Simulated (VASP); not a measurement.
# Ag in VASP: relaxation of the atoms with LDA

Aim: the relaxation of the atoms of Ag with LDA.

Everything below comes from runs of VASP 6.6.1. Logs are shortened: lines on timing, memory, paths and dates and some standing lists are left out, and cuts for length are marked.

### 1 The cell of the first run

The cell holds a slab with vacuum, 5 atoms: a = 2.830 Å, b = 2.830 Å, c = 25.242 Å, α = 90.00°, β = 90.00°, γ = 120.00°.

### 2 Relaxation of the atoms, LDA

Contents of INCAR:

```
PREC = Accurate ; ENCUT = 450
EDIFF = 1E-7 ; ISMEAR = -1
SIGMA = 0.1 ; LREAL = F
LASPH = T ; NELM = 120
ALGO = Normal ; ISIF = 2
LWAVE = F ; LCHARG = F
LDIPOL = T ; IDIPOL = 3
DIPOL = 0.5 0.5 0.500 ; GGA = CA
IBRION = 2 ; NSW = 32
EDIFFG = -0.01 ; GGA_COMPAT = F
NELMIN = 4 ; NELMDL = -8
```

Contents of KPOINTS:

```
regular mesh
0
Gamma
  13 13 1
```

Contents of POSCAR:

```
Ag
1.0
    2.8297444621      0.0000000000      0.0000000000
   -1.4148722311      2.4506305904      0.0000000000
    0.0000000000      0.0000000000     25.2419000000
Ag
5
Direct
    0.8333333333      0.1666666667      0.3173002642
    0.1666666667      0.8333333333      0.4085012039
    0.5000000000      0.5000000000      0.4999999991
    0.8333333333      0.1666666667      0.5914987965
    0.1666666667      0.8333333333      0.6826997363
```

Potentials or basis: VASP PAW LDA potentials, release 64 (Ag).

On the command line:

```console
> cat potpaw_LDA.64/Ag/POTCAR > POTCAR
> mpirun -np 1 vasp_std > vasp.out
```

OUTCAR:

```text
PREC = Accurate
   ENCUT = 450
   EDIFF = 1E-7
   ISMEAR = -1
   LREAL = F
   LASPH = T
   NELM = 120
   ISIF = 2
   GGA = CA
   IBRION = 2
   NSW = 32
   EDIFFG = -0.01
   NELMIN = 4
   NELMDL = -8

 ion  position               nearest neighbor table
   1  0.833  0.167  0.317-   2 2.82   2 2.82   2 2.82
   2  0.167  0.833  0.409-   1 2.82   1 2.82   1 2.82   3 2.83   3 2.83   3 2.83
   3  0.500  0.500  0.500-   2 2.83   2 2.83   2 2.83   4 2.83   4 2.83   4 2.83
   4  0.833  0.167  0.591-   5 2.82   5 2.82   5 2.82   3 2.83   3 2.83   3 2.83
   5  0.167  0.833  0.683-   4 2.82   4 2.82   4 2.82

  LATTYP: Found a hexagonal cell.
 ALAT       =     2.8297444621
 C/A-ratio  =     8.9202047528

  Lattice vectors:

 A1 = (   2.8297444621,   0.0000000000,   0.0000000000)
 A2 = (  -1.4148722311,   2.4506305904,   0.0000000000)
 A3 = (   0.0000000000,   0.0000000000,  25.2419000000)

Analysis of symmetry for initial positions (statically):
=====================================================================
 Subroutine PRICEL returns:
 Original cell was already a primitive cell.

 Routine SETGRP: Setting up the symmetry group for a
 hexagonal supercell.

 Subroutine GETGRP returns: Found 12 space group operations
 (whereof  4 operations were pure point group operations)
 out of a pool of 24 trial point group operations.

The static configuration has the point symmetry C_2h.
 The point group associated with its full space group is D_3d.

Analysis of symmetry for dynamics (positions and initial velocities):
=====================================================================
 Subroutine PRICEL returns:
 Original cell was already a primitive cell.

 Routine SETGRP: Setting up the symmetry group for a
 hexagonal supercell.

 Subroutine GETGRP returns: Found 12 space group operations
 (whereof  4 operations were pure point group operations)
 out of a pool of 24 trial point group operations.

The dynamic configuration has the point symmetry C_2h.
 The point group associated with its full space group is D_3d.

 Subroutine INISYM returns: Found 12 space group operations
 (whereof  4 operations are pure point group operations),
 and found     1 'primitive' translations

----------------------------------------------------------------------------------------

                                     Primitive cell

  volume of cell :     175.0440

  direct lattice vectors                    reciprocal lattice vectors
     2.829744462  0.000000000  0.000000000     0.353388800  0.204029119  0.000000000
    -1.414872231  2.450630590  0.000000000     0.000000000  0.408058238  0.000000000
     0.000000000  0.000000000 25.241900000     0.000000000  0.000000000  0.039616669

  length of vectors
     2.829744462  2.829744462 25.241900000     0.408058238  0.408058238  0.039616669

  position of ions in fractional coordinates (direct lattice)
     0.833333333  0.166666667  0.317300264
     0.166666667  0.833333333  0.408501204
     0.500000000  0.500000000  0.499999999
     0.833333333  0.166666667  0.591498796
     0.166666667  0.833333333  0.682699736

  ion indices of the primitive-cell ions
   primitive index   ion index
                 1           1
                 2           2
                 3           3
                 4           4
                 5           5

----------------------------------------------------------------------------------------

 KPOINTS: regular mesh

Automatic generation of k-mesh.
 Grid dimensions read from file:
 generate k-points for:   13   13    1

 Generating k-lattice:

  Cartesian coordinates                     Fractional coordinates (reciprocal lattice)
     0.027183754  0.015694548  0.000000000     0.076923077  0.000000000  0.000000000
     0.000000000  0.031389095  0.000000000     0.000000000  0.076923077  0.000000000
     0.000000000  0.000000000  0.039616669     0.000000000  0.000000000  1.000000000

  Length of vectors
     0.031389095  0.031389095  0.039616669

  Shift w.r.t. Gamma in fractional coordinates (k-lattice)
     0.000000000  0.000000000  0.000000000

 Subroutine IBZKPT returns following result:
 ===========================================

 Found     21 irreducible k-points:

 Following reciprocal coordinates:
            Coordinates               Weight
  0.000000  0.000000  0.000000      1.000000
  0.076923  0.000000  0.000000      6.000000
  0.153846  0.000000  0.000000      6.000000
  0.230769  0.000000  0.000000      6.000000
  0.307692  0.000000  0.000000      6.000000
  0.384615  0.000000  0.000000      6.000000
[... 13 lines left out ...]
  0.384615  0.230769  0.000000      6.000000
  0.307692  0.307692  0.000000      6.000000
   k-points           NKPTS =     21   k-points in BZ     NKDIM =     21   number of bands    NBANDS=     33
   number of dos      NEDOS =    301   number of ions     NIONS =      5
   total plane-waves  NPLWV =  72000
   dimension x,y,z NGX =    20 NGY =   20 NGZ =  180
   dimension x,y,z NGXF=    40 NGYF=   40 NGZF=  360
   ions per type =               5
   NGX,Y,Z   is equivalent  to a cutoff of  11.75, 11.75, 11.85 a.u.
   NGXF,Y,Z  is equivalent  to a cutoff of  23.50, 23.50, 23.71 a.u.
 SYSTEM =  unknown system
   PREC   = accura    normal or accurate (medium, high low for compatibility)
   ISTART =      0    job   : 0-new  1-cont  2-samecut
   ICHARG =      2    charge: 1-file 2-atom 10-const
   ISPIN  =      1    spin polarized calculation?
   LNONCOLLINEAR =      F non collinear calculations
   LSORBIT =      F    spin-orbit coupling
   LASPH  =      T    aspherical Exc in radial PAW
   ENCUT  =  450.0 eV  33.07 Ry    5.75 a.u.   4.89  4.89 43.66*2*pi/ulx,y,z
   NELM   =    120;   NELMIN=  4; NELMDL= -8     # of ELM steps
   EDIFF  = 0.1E-06   stopping-criterion for ELM
   LREAL  =      F    real-space projection
   EDIFFG = -.1E-01   stopping-criterion for IOM
   NSW    =     32    number of steps for IOM
   IBRION =      2    ionic relax: 0-MD 1-quasi-New 2-CG
   NFREE  =      1    steps in history (QN), initial steepest desc. (CG)
   ISIF   =      2    stress and relaxation
   ISYM   =      2    0-nonsym 1-usesym 2-fastsym
   POTIM  = 0.5000    time-step for ionic-motion
   TEBEG  =    0.0;   TEEND  =   0.0 temperature during run
   PSTRESS=    0.0 pullay stress
   NELECT =      55.0000    total number of electrons
   NUPDOWN=      -1.0000    fix difference up-down
   EMIN   =  10.00;   EMAX   =-10.00  energy-range for DOS
   EFERMI =   0.00;   METHOD = LEGACY
   ISMEAR =    -1;   SIGMA  =   0.10  broadening in eV -4-tet -1-fermi 0-gaus
   EFERMI_NEDOS =   21; number of points for ismear=-14 and -15
   IALGO  =     38    algorithm
   IMIX   =      4    mixing-type and parameters
     AMIX     =   0.40;   BMIX     =  1.00
     AMIX_MAG =   1.60;   BMIX_MAG =  1.00
  volume/ion in A,a.u.               =      35.01       236.25
  Fermi-wavevector in a.u.,A,eV,Ry     =   1.112961  2.103192 16.853300  1.238683
  Thomas-Fermi vector in A             =   2.249541
   LORBIT       =      0    0 simple, 1 ext, 2 COOP (PROOUT), +10 PAW based schemes
   GGA     = CA    functional components
   LHFCALC =     F    Hartree Fock is set to
   AEXX    =    0.0000 exact exchange contribution
   IVDW    =     0    specifies the selected vdW correction
   LEPSILON=     F    determine dielectric tensor
   LRPA    =     F    only Hartree local field effects (RPA)
 conjugate gradient relaxation of ions
 non-spin polarized calculation
  energy-cutoff  :      450.00
  volume of cell :      175.04
 maximum number of plane-waves:      3859
 NGX is ok and might be reduce to    20
   NGX =  9   NGY =  9   NGZ = 87

 number of electron      54.9999997 magnetization

 dipolmoment           0.000000      0.000000      0.000000 electrons x Angstroem

 Free energy of the ion-electron system (eV)
  ---------------------------------------------------
  ext. energy  EPLUGINS =         0.00000000
  ---------------------------------------------------
  free energy    TOTEN  =       -17.94997331 eV

  energy without entropy =      -17.90990979  energy(sigma->0) =      -17.92994155

 E-fermi :   1.5858     XC(G=0):  -6.6427

 val. band max:        1.5370626639   @ k =   0.4615   0.0000   0.0000
 cond. band min:       1.6482781419   @ k =   0.4615   0.0769   0.0000
 fundamental gap:      0.1112154780
 Fermi energy:         1.5858437643

 k-point     1 :       0.0000    0.0000    0.0000
  band No.  band energies     occupation
      1      -6.6069      2.00000
      2      -5.8506      2.00000
      3      -5.3688      2.00000
      4      -5.0453      2.00000
      5      -5.0410      2.00000
      6      -3.6091      2.00000
[... 25 lines left out ...]
     32       5.8625      0.00000
     33       6.2993      0.00000

 k-point     2 :       0.0769    0.0000    0.0000
  band No.  band energies     occupation
      1      -6.4373      2.00000
      2      -5.6889      2.00000
      3      -5.2446      2.00000
      4      -4.9182      2.00000
      5      -4.9023      2.00000
      6      -3.7014      2.00000
[... 25 lines left out ...]
     32       5.9755      0.00000
     33       6.4461      0.00000
[... 646 lines left out ...]
     32       7.0266      0.00000
     33       7.5239      0.00000

 k-point    21 :       0.3077    0.3077    0.0000
  band No.  band energies     occupation
      1      -4.6325      2.00000
      2      -4.6063      2.00000
      3      -4.3865      2.00000
      4      -4.3317      2.00000
      5      -4.1372      2.00000
      6      -4.1231      2.00000
[... 25 lines left out ...]
     32       6.5581      0.00000
     33       6.9725      0.00000

------------------------ aborting loop because EDIFF is reached ----------------------------------------

 vacuum level on the upper side and lower side of the slab       (xc-potential included)        -0.078        -0.078

  FORCE on cell =-STRESS in cart. coord.  units (eV):
  Direction    XX          YY          ZZ          XY          YZ          ZX
  --------------------------------------------------------------------------------------
  -------------------------------------------------------------------------------------
  Total       -1.5900578     -1.5900578      0.0720490      0.0000000     -0.0000000      0.0000000
  in kB      -14.5537991    -14.5537991      0.6594642      0.0000000     -0.0000000      0.0000000
  external PRESSURE =      -9.4827114 kB  Pullay stress =       0.0000000 kB

 VOLUME and BASIS-vectors are now :
 -----------------------------------------------------------------------------
  energy-cutoff  :      450.00
  volume of cell :      175.04
      direct lattice vectors                 reciprocal lattice vectors
     2.829744462  0.000000000  0.000000000     0.353388800  0.204029119  0.000000000
    -1.414872231  2.450630590  0.000000000     0.000000000  0.408058238  0.000000000
     0.000000000  0.000000000 25.241900000     0.000000000  0.000000000  0.039616669

 POSITION                                       TOTAL-FORCE (eV/Angst)
 -----------------------------------------------------------------------------------
      2.12231      0.40844      8.00926        -0.000000      0.000000     -0.008212
     -0.70744      2.04219     10.31135         0.000000      0.000000     -0.001176
      0.70744      1.22532     12.62095        -0.000000     -0.000000      0.000000
      2.12231      0.40844     14.93055        -0.000000     -0.000000      0.001176
     -0.70744      2.04219     17.23264         0.000000     -0.000000      0.008212
 -----------------------------------------------------------------------------------
    total drift:                                0.000000     -0.000000      0.000021

  FREE ENERGIE OF THE ION-ELECTRON SYSTEM (eV)
  ---------------------------------------------------
  free  energy   TOTEN  =       -17.9499733088 eV

  energy  without entropy=      -17.9099097858  energy(sigma->0) =      -17.92994155

 reached required accuracy - stopping structural energy minimisation

 vacuum level on the upper side and lower side of the slab         6.402         6.402
```

It took 4.4 min on 1 thread of Intel Xeon 8259CL, shared host; peak memory 0.24 GiB.

What came out:

- Free energy: -17.9500 eV
- Largest force after relaxing: 0.008 eV/Å
- Band gap on the k mesh: zero (an odd number of electrons rules out a gap without spin polarisation)

Forces on the atoms (eV/Å):
```
Ag   0.000  0.000 -0.008
Ag   0.000  0.000 -0.001
Ag   0.000  0.000  0.000
Ag   0.000  0.000  0.001
Ag   0.000  0.000  0.008
```

Final structure:
```cif
data_structure
_symmetry_space_group_name_H-M 'P 1'
_symmetry_Int_Tables_number 1
_cell_length_a 2.8297
_cell_length_b 2.8297
_cell_length_c 25.2419
_cell_angle_alpha 90.000
_cell_angle_beta 90.000
_cell_angle_gamma 120.000
_cell_volume 175.04
loop_
_atom_site_label
_atom_site_type_symbol
_atom_site_fract_x
_atom_site_fract_y
_atom_site_fract_z
_atom_site_occupancy
Ag1 Ag 0.83333 0.16667 0.31730 1
Ag2 Ag 0.16667 0.83333 0.40850 1
Ag3 Ag 0.50000 0.50000 0.50000 1
Ag4 Ag 0.83333 0.16667 0.59150 1
Ag5 Ag 0.16667 0.83333 0.68270 1
```

Levels at points of the mesh, in eV from the Fermi level:
```tsv
k point	band 25	band 26	band 27	band 28	band 29	band 30	band 31	band 32
(0.00, 0.00, 0.00)	-3.27	-3.27	-3.11	-3.11	-3.09	-0.90	-0.08	4.28
```

Caveat: the relaxation stopped at its first step, so nothing moved.

The gap in the log of VASP goes by the Fermi energy; the results here count the filled bands.